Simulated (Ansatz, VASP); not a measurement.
**One calculation of Ba, two programs**

```
Ba
1.0
    -2.50000    2.50000    2.50000
     2.50000   -2.50000    2.50000
     2.50000    2.50000   -2.50000
Ba
1
Direct
  0.00000 0.00000 0.00000
```

Alike in both runs: task relaxation of cell and atoms; functional PBE; k mesh 9 × 9 × 9; occupations fermi-dirac, width 0.1 eV; no spin polarisation.

|  | VASP | Ansatz |
| --- | --- | --- |
| version | VASP 6.6.1 | Ansatz 0.2.0 |
| potentials or method | VASP PAW PBE potentials, release 64 (Ba_sv), cutoff 600 eV | plane waves (420 eV) with PAW, scalar-relativistic |
| valence electrons in the cell | 10 | 10 |

Ansatz gave:

* relaxed volume (Å³/atom): 63.44
* relaxed cell length with the largest relative difference (Å): 4.352

Question: Which values does VASP return?

Answer: Relaxed volume (Å³/atom): 63.93; relaxed cell length with the largest relative difference (Å): 4.363.

Neither program's run includes spin-orbit coupling.
